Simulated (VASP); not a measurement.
Set up this calculation in VASP 6.6.1, as the native input.

```yaml
Task: single point
Functional: PBE
Potentials_or_basis: VASP PAW PBE potentials, release 64 (Li_sv)
Cutoff: 520 eV
k_mesh: 13 × 13 × 13
Occupations: fermi-dirac, width 0.15 eV
Spin: no spin polarisation
Dipole_correction: no
Further_INCAR_settings: ALGO = Normal; EDIFF = 1e-06; NBANDS = 8
```

The structure of Li lies in POSCAR:

```
Li
1.0
   -1.7546500000      1.7546500000      1.7546500000
    1.7546500000     -1.7546500000      1.7546500000
    1.7546500000      1.7546500000     -1.7546500000
Li
1
Direct
    0.0000000000      0.0000000000      0.0000000000
```

One way to write it, as run:

INCAR

```
SYSTEM = Li
PREC = Accurate
ENCUT = 520
EDIFF = 1E-6
ISMEAR = -1
SIGMA = 0.15
LREAL = .False.
LASPH = .True.
NELM = 60
ALGO = Normal
ISIF = 2
LWAVE = .False.
LCHARG = .False.
GGA = PE
NBANDS = 8
```

KPOINTS

```
regular mesh
0
Gamma
  13 13 13
  0 0 0
```

Potentials or basis: VASP PAW PBE potentials, release 64 (Li_sv).

Command:

```sh
$ cat potpaw_PBE.64/Li_sv/POTCAR > POTCAR
$ mpirun -np 1 vasp_std > vasp.out
```

Results of the run:

| Property | Result |
| --- | --- |
| Band gap on the k mesh | zero (an odd number of electrons rules out a gap without spin polarisation) |

Wall time 11 s on 1 thread of Intel Xeon 8259CL, on a shared host, peak memory 0.13 GiB.
